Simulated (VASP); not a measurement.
NaCl:

```
Na Cl
1.0
     0.00000    2.88724    2.88724
     2.88724    0.00000    2.88724
     2.88724    2.88724    0.00000
Na Cl
1 1
Direct
  0.00000 0.00000 0.00000
  0.50000 0.50000 0.50000
```

| Property | Result |
| --- | --- |
| Program | VASP 6.6.1 |
| Task | relaxation of cell and atoms |
| Functional | PBE |
| Potentials or basis | VASP PAW PBE potentials, release 64 (Na_pv, Cl) |
| Cutoff | 500 eV |
| k mesh | 8 × 8 × 8 |
| Occupations | gaussian, width 0.02 eV |
| Spin | no spin polarisation |

At the start: pressure -0.9 GPa; volume 24.07 Å³/atom.

Task: Where does the relaxation end?

Result: Over 3 steps the energy falls by 3.1 meV/atom and the volume is 23.10 Å³/atom (-4.0 %); space group Fm-3m (No. 225, to 0.05 Å).

Step by step:
```csv
step,energy change (eV),largest force (eV/Å),pressure (GPa),volume (Å³)
1,0.0000,0.0000,-0.94,48.14
2,-0.0045,0.0000,-0.51,47.16
3,-0.0061,0.0000,-0.04,46.19
```

Final structure:
```
CELL_PARAMETERS angstrom
0.00000 2.84786 2.84786
2.84786 0.00000 2.84786
2.84786 2.84786 0.00000
ATOMIC_POSITIONS crystal
Na 0.00000 0.00000 0.00000
Cl 0.50000 0.50000 0.50000
```
